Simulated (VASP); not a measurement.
# AlV2C (P6_3/mmc) in VASP: electric field gradients with PBEsol

Aim: the electric field gradients of AlV2C with PBEsol.

All numbers are computed with VASP 6.6.1; they aren't measurements. Logs are shortened: lines on timing, memory, paths and dates and some standing lists are left out, and cuts for length are marked.

### Step 1. The cell of the first run

The structure is hexagonal, space group P6_3/mmc (No. 194). Conventional cell: a = 2.880 Å, b = 2.880 Å, c = 13.035 Å, α = 90.00°, β = 90.00°, γ = 120.00°. Within 3.7 Å of Al (site symmetry -6m2) lie 6 V at 2.72 Å and 6 Al at 2.88 Å and 6 C at 3.66 Å. V (site symmetry 3m) has 3 C at 2.00 Å within 2.6 Å. C (site symmetry -3m) has 6 V at 2.00 Å within 2.6 Å.

### Step 2. Electric field gradients, PBEsol

The input, INCAR:

```
ALGO = Normal
EDIFF = 1E-8
ENCUT = 520
GGA = PS
ISIF = 2
ISMEAR = -1
LASPH = T
LCHARG = F
LEFG = T
LREAL = F
LWAVE = F
NBANDS = 43
NELM = 80
PREC = Accurate
SIGMA = 0.15
```

The input, KPOINTS:

```
k-points
0
Gamma
  15 15 4
```

The input, POSCAR:

```
AlV2C
1.0
    2.8800724532      0.0000000000      0.0000000000
   -1.4400362266      2.4942159092      0.0000000000
    0.0000000000      0.0000000000     13.0347458455
Al V C
2 4 2
Direct
    0.3333333333      0.6666666667      0.2500000000
    0.6666666667      0.3333333333      0.7500000000
    0.3333333333      0.6666666667      0.5851048771
    0.6666666667      0.3333333333      0.4148951229
    0.6666666667      0.3333333333      0.0851048771
    0.3333333333      0.6666666667      0.9148951229
    0.0000000000      0.0000000000      0.0000000000
    0.0000000000      0.0000000000      0.5000000000
```

Potentials or basis: VASP PAW PBE potentials, release 64 (Al, V_sv, C).

Started as:

```
> cat potpaw_PBE.64/Al/POTCAR potpaw_PBE.64/V_sv/POTCAR potpaw_PBE.64/C/POTCAR > POTCAR
> mpirun -np 1 vasp_std > vasp.out
```

OUTCAR:

```text
EDIFF = 1E-8
   ENCUT = 520
   GGA = PS
   ISIF = 2
   ISMEAR = -1
   LASPH = T
   LREAL = F
   NELM = 80
   PREC = Accurate

 ion  position               nearest neighbor table
   1  0.333  0.667  0.250-   4 2.72   5 2.72   4 2.72   5 2.72   4 2.72   5 2.72
   2  0.667  0.333  0.750-   3 2.72   6 2.72   3 2.72   6 2.72   3 2.72   6 2.72
   3  0.333  0.667  0.585-   8 2.00   8 2.00   8 2.00   2 2.72   2 2.72   2 2.72   4 2.77   4 2.77
                             4 2.77
   4  0.667  0.333  0.415-   8 2.00   8 2.00   8 2.00   1 2.72   1 2.72   1 2.72   3 2.77   3 2.77
                             3 2.77
   5  0.667  0.333  0.085-   7 2.00   7 2.00   7 2.00   1 2.72   1 2.72   1 2.72   6 2.77   6 2.77
                             6 2.77
   6  0.333  0.667  0.915-   7 2.00   7 2.00   7 2.00   2 2.72   2 2.72   2 2.72   5 2.77   5 2.77
                             5 2.77
   7  0.000  0.000  0.000-   5 2.00   6 2.00   6 2.00   5 2.00   5 2.00   6 2.00
   8  0.000  0.000  0.500-   3 2.00   4 2.00   3 2.00   4 2.00   4 2.00   3 2.00

  LATTYP: Found a hexagonal cell.
 ALAT       =     2.8800724532
 C/A-ratio  =     4.5258395604

  Lattice vectors:

 A1 = (   2.8800724532,   0.0000000000,   0.0000000000)
 A2 = (  -1.4400362266,   2.4942159092,   0.0000000000)
 A3 = (   0.0000000000,   0.0000000000,  13.0347458455)

Analysis of symmetry for initial positions (statically):
=====================================================================
 Subroutine PRICEL returns:
 Original cell was already a primitive cell.

 Routine SETGRP: Setting up the symmetry group for a
 hexagonal supercell.

 Subroutine GETGRP returns: Found 24 space group operations
 (whereof 12 operations were pure point group operations)
 out of a pool of 24 trial point group operations.

The static configuration has the point symmetry D_3d.
 The point group associated with its full space group is D_6h.

Analysis of symmetry for dynamics (positions and initial velocities):
=====================================================================
 Subroutine PRICEL returns:
 Original cell was already a primitive cell.

 Routine SETGRP: Setting up the symmetry group for a
 hexagonal supercell.

 Subroutine GETGRP returns: Found 24 space group operations
 (whereof 12 operations were pure point group operations)
 out of a pool of 24 trial point group operations.

The dynamic configuration has the point symmetry D_3d.
 The point group associated with its full space group is D_6h.

 Subroutine INISYM returns: Found 24 space group operations
 (whereof 12 operations are pure point group operations),
 and found     1 'primitive' translations

----------------------------------------------------------------------------------------

                                     Primitive cell

  volume of cell :      93.6354

  direct lattice vectors                    reciprocal lattice vectors
     2.880072453  0.000000000  0.000000000     0.347213487  0.200463800  0.000000000
    -1.440036227  2.494215909  0.000000000     0.000000000  0.400927601  0.000000000
     0.000000000  0.000000000 13.034745845     0.000000000  0.000000000  0.076718028

  length of vectors
     2.880072453  2.880072453 13.034745845     0.400927601  0.400927601  0.076718028

  position of ions in fractional coordinates (direct lattice)
     0.333333333  0.666666667  0.250000000
     0.666666667  0.333333333  0.750000000
     0.333333333  0.666666667  0.585104877
     0.666666667  0.333333333  0.414895123
     0.666666667  0.333333333  0.085104877
     0.333333333  0.666666667  0.914895123
     0.000000000  0.000000000  0.000000000
     0.000000000  0.000000000  0.500000000

  ion indices of the primitive-cell ions
   primitive index   ion index
                 1           1
                 2           2
                 3           3
                 4           4
                 5           5
[... 79 lines left out ...]
   IBRION =     -1    ionic relax: 0-MD 1-quasi-New 2-CG
   NFREE  =      0    steps in history (QN), initial steepest desc. (CG)
   ISIF   =      2    stress and relaxation
   ISYM   =      2    0-nonsym 1-usesym 2-fastsym
   POTIM  = 0.5000    time-step for ionic-motion
   TEBEG  =    0.0;   TEEND  =   0.0 temperature during run
   PSTRESS=    0.0 pullay stress
   NELECT =      66.0000    total number of electrons
   NUPDOWN=      -1.0000    fix difference up-down
   EMIN   =  10.00;   EMAX   =-10.00  energy-range for DOS
   EFERMI =   0.00;   METHOD = LEGACY
   ISMEAR =    -1;   SIGMA  =   0.15  broadening in eV -4-tet -1-fermi 0-gaus
   EFERMI_NEDOS =   21; number of points for ismear=-14 and -15
   IALGO  =     38    algorithm
   IMIX   =      4    mixing-type and parameters
     AMIX     =   0.40;   BMIX     =  1.00
     AMIX_MAG =   1.60;   BMIX_MAG =  1.00
  volume/ion in A,a.u.               =      11.70        78.99
  Fermi-wavevector in a.u.,A,eV,Ry     =   1.456944  2.753225 28.880886  2.122685
  Thomas-Fermi vector in A             =   2.573803
   LORBIT       =      0    0 simple, 1 ext, 2 COOP (PROOUT), +10 PAW based schemes
   GGA     = PS    functional components
   LHFCALC =     F    Hartree Fock is set to
   AEXX    =    0.0000 exact exchange contribution
   IVDW    =     0    specifies the selected vdW correction
   LEPSILON=     F    determine dielectric tensor
   LRPA    =     F    only Hartree local field effects (RPA)
 non-spin polarized calculation
  energy-cutoff  :      520.00
  volume of cell :       93.64
 maximum number of plane-waves:      2557
 NGX is ok and might be reduce to    24
   NGX = 11   NGY = 11   NGZ = 49

 number of electron      66.0000015 magnetization

 Free energy of the ion-electron system (eV)
  ---------------------------------------------------
  ext. energy  EPLUGINS =         0.00000000
  ---------------------------------------------------
  free energy    TOTEN  =       -70.73850586 eV

  energy without entropy =      -70.41351534  energy(sigma->0) =      -70.57601060

 E-fermi :   9.6546     XC(G=0): -12.3919

 val. band max:        9.6356707137   @ k =   0.1333   0.0667   0.5000
 cond. band min:       9.6612426555   @ k =   0.2000   0.0667   0.5000
 fundamental gap:      0.0255719418
 Fermi energy:         9.6546237354

 k-point     1 :       0.0000    0.0000    0.0000
  band No.  band energies     occupation
      1     -54.4455      2.00000
      2     -54.4454      2.00000
      3     -54.3764      2.00000
      4     -54.3763      2.00000
      5     -28.6259      2.00000
      6     -28.6236      2.00000
[... 1093 lines left out ...]
     42      12.0071      0.00000
     43      12.3346      0.00000

 [... further k-points ...]

------------------------ aborting loop because EDIFF is reached ----------------------------------------

  FORCE on cell =-STRESS in cart. coord.  units (eV):
  Direction    XX          YY          ZZ          XY          YZ          ZX
  --------------------------------------------------------------------------------------
  -------------------------------------------------------------------------------------
  Total        0.2207499      0.2207499      0.2214894      0.0000000      0.0000000      0.0000000
  in kB        3.7772095      3.7772095      3.7898626      0.0000000      0.0000000      0.0000000
  external PRESSURE =       3.7814272 kB  Pullay stress =       0.0000000 kB

 VOLUME and BASIS-vectors are now :
 -----------------------------------------------------------------------------
  energy-cutoff  :      520.00
  volume of cell :       93.64
      direct lattice vectors                 reciprocal lattice vectors
     2.880072453  0.000000000  0.000000000     0.347213487  0.200463800  0.000000000
    -1.440036227  2.494215909  0.000000000     0.000000000  0.400927601  0.000000000
     0.000000000  0.000000000 13.034745845     0.000000000  0.000000000  0.076718028

 POSITION                                       TOTAL-FORCE (eV/Angst)
 -----------------------------------------------------------------------------------
     -0.00000      1.66281      3.25869         0.000000     -0.000000      0.000000
      1.44004      0.83141      9.77606         0.000000     -0.000000      0.000000
     -0.00000      1.66281      7.62669        -0.000000     -0.000000      0.034995
      1.44004      0.83141      5.40805         0.000000      0.000000     -0.034995
      1.44004      0.83141      1.10932        -0.000000      0.000000      0.034995
     -0.00000      1.66281     11.92543         0.000000     -0.000000     -0.034995
      0.00000      0.00000      0.00000         0.000000     -0.000000      0.000000
      0.00000      0.00000      6.51737         0.000000     -0.000000      0.000000
 -----------------------------------------------------------------------------------
    total drift:                               -0.000000      0.000000     -0.000000

  FREE ENERGIE OF THE ION-ELECTRON SYSTEM (eV)
  ---------------------------------------------------
  free  energy   TOTEN  =       -70.7385058631 eV

  energy  without entropy=      -70.4135153443  energy(sigma->0) =      -70.57601060

 Electric field gradients (V/A^2)
---------------------------------------------------------------------
 ion       V_xx      V_yy      V_zz      V_xy      V_xz      V_yz
---------------------------------------------------------------------
   1      17.855    17.855   -35.709     0.000     0.000    -0.000
   2      17.855    17.855   -35.709     0.000    -0.000     0.000
   3      -8.636    -8.638    17.274    -0.002     0.000    -0.000
   4      -8.636    -8.638    17.274    -0.002     0.000    -0.000
   5      -8.636    -8.638    17.274    -0.002    -0.000     0.000
   6      -8.636    -8.638    17.274    -0.002    -0.000     0.000
   7      -0.572    -0.572     1.144     0.000     0.000    -0.000
   8      -0.572    -0.572     1.144     0.000    -0.000     0.000
---------------------------------------------------------------------

 Electric field gradients after diagonalization (V/A^2)
 (convention: |V_zz| > |V_xx| > |V_yy|)
----------------------------------------------------------------------
 ion       V_xx      V_yy      V_zz     asymmetry (V_yy - V_xx)/ V_zz
----------------------------------------------------------------------
   1      17.855    17.855   -35.709       0.000
   2      17.855    17.855   -35.709       0.000
   3      -8.639    -8.635    17.274       0.000
   4      -8.639    -8.635    17.274       0.000
   5      -8.639    -8.635    17.274       0.000
   6      -8.639    -8.635    17.274       0.000
   7      -0.572    -0.572     1.144       0.001
   8      -0.572    -0.572     1.144       0.001
----------------------------------------------------------------------

           NMR quadrupolar parameters

 Cq : quadrupolar parameter    Cq=e*Q*V_zz/h
 eta: asymmetry parameters     (V_yy - V_xx)/ V_zz
 Q  : nuclear electric quadrupole moment in mb (millibarn)
----------------------------------------------------------------------
 ion       Cq(MHz)       eta       Q (mb)
----------------------------------------------------------------------
   1      -0.086       0.000       1.000
   2      -0.086       0.000       1.000
   3       0.042       0.000       1.000
   4       0.042       0.000       1.000
   5       0.042       0.000       1.000
   6       0.042       0.000       1.000
   7       0.003       0.001       1.000
   8       0.003       0.001       1.000
----------------------------------------------------------------------
```

It took 5 min on 1 thread of AMD EPYC 7R13 (Zen 3), shared host; peak memory 0.37 GiB.

Results:

```yaml
Free_energy: -70.7385 eV
Pressure: 0.4 GPa
Largest_force: 0.035 eV/Å
Band_gap_on_the_k_mesh: zero (bands 33 and 34 overlap by 1.68 eV)
Largest_electric_field_gradient_by_atom: Al -35.7; V +17.3; C +1.1 V/Å²
```

Forces on the atoms (eV/Å):
```
Al   0.000  0.000  0.000
Al   0.000  0.000  0.000
V    0.000  0.000  0.035
V    0.000  0.000 -0.035
V    0.000  0.000  0.035
V    0.000  0.000 -0.035
C    0.000  0.000  0.000
C    0.000  0.000  0.000
```

Electric field gradients, principal values (V/Å²):
| atom | least | middle | greatest (by size) |
| --- | --- | --- | --- |
| 1 Al | 17.855 | 17.855 | -35.709 |
| 2 Al | 17.855 | 17.855 | -35.709 |
| 3 V | -8.635 | -8.639 | 17.274 |
| 4 V | -8.635 | -8.639 | 17.274 |
| 5 V | -8.635 | -8.639 | 17.274 |
| 6 V | -8.635 | -8.639 | 17.274 |
| 7 C | -0.572 | -0.572 | 1.144 |
| 8 C | -0.572 | -0.572 | 1.144 |

Caveat: without QUAD_EFG the Cq values of the log hold for a quadrupole moment of 1 mb, not for the nuclei; the PAW data sets were made with another functional, which shifts forces and pressure a little.
